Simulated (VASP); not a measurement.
Here is a VASP 6.6.1 calculation.

The input INCAR:

```
ALGO     = Normal         # electronic algorithm
EDIFF    = 1E-8           # SCF threshold, eV
ENCUT    = 520            # plane-wave cutoff, eV
GGA      = PE             # functional
ISIF     = 2              # what is computed and relaxed
ISMEAR   = -1             # smearing method
LASPH    = T              # aspherical terms in the spheres
LCHARG   = F              # write CHGCAR
LEFG     = T            
LREAL    = F              # projectors in reciprocal space
LWAVE    = F              # write WAVECAR
NBANDS   = 14             # bands
NELM     = 80             # most SCF steps
PREC     = Accurate       # precision mode
SIGMA    = 0.08           # smearing width, eV
```

KPOINTS

```
k-points
0
Gamma
  11 11 11
```

Contents of POSCAR:

```
NaI
1.0
    0.0489635843      3.2887207471      3.2887207471
    3.2887207471      0.0489635843      3.2887207471
    3.2887207471      3.2887207471      0.0489635843
Na I
1 1
Direct
    0.0000000000      0.0000000000      0.0000000000
    0.5000000000      0.5000000000      0.5000000000
```

Potentials or basis: VASP PAW PBE potentials, release 64 (Na_pv, I).

The run is started by

```bash
$ cat potpaw_PBE.64/Na_pv/POTCAR potpaw_PBE.64/I/POTCAR > POTCAR
$ mpirun -np 1 vasp_std > vasp.out
```

Q: Estimate the pressure.

A: 0.0 GPa.

Q: Predict the band gap on the k mesh.

A: 3.54 eV.

Stress tensor (GPa, compression positive):
```
 0.02 -0.11 -0.11
-0.11  0.02 -0.11
-0.11 -0.11  0.02
```

Caveat: the cell differs from its parent crystal (equal xy, yz and zx shear strains of +1.5 %); without QUAD_EFG the Cq values of the log hold for a quadrupole moment of 1 mb, not for the nuclei; spin-orbit coupling is left out, which moves the levels of the heavy elements. A k mesh can miss the band edges.
